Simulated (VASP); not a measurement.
**Si: single point with PBE**

Si, a slab with vacuum:

```
Si
1.0
     3.86754    0.00000    0.00000
     0.00000    3.86754    0.00000
     0.00000    0.00000   18.10214
Si
4
Direct
  0.00000 0.50000 0.38669
  0.00000 0.00000 0.46223
  0.50000 0.00000 0.53974
  0.50000 0.50000 0.61382
```

* Program: VASP 6.6.1
* Task: single point
* Functional: PBE
* Potentials or basis: VASP PAW PBE potentials, release 64 (Si)
* Cutoff: 520 eV
* k mesh: 7 × 7 × 1
* Occupations: gaussian, width 0.05 eV
* Spin: no spin polarisation

```
Largest force          : 0.159 eV/Å
Band gap on the k mesh : zero (band 8 reaches -1.57 eV, above the bottom of band 9 at -2.23 eV)
```

Forces in eV/Å, atoms in the order of the input:
```
Si   0.000  0.000  0.159
Si   0.000  0.000 -0.152
Si   0.000  0.000 -0.002
Si   0.000  0.000 -0.005
```

Levels at points of the mesh, in eV from the Fermi level:
| k point | band 6 | band 7 | band 8 | band 9 | band 10 | band 11 |
| --- | --- | --- | --- | --- | --- | --- |
| (0.00, 0.00, 0.00) | -1.56 | -0.48 | 0.47 | 1.39 | 1.84 | 2.02 |

Run time: 4.2 min on 1 thread of Intel Xeon 6975P-C, on a shared host, peak memory 0.34 GiB.
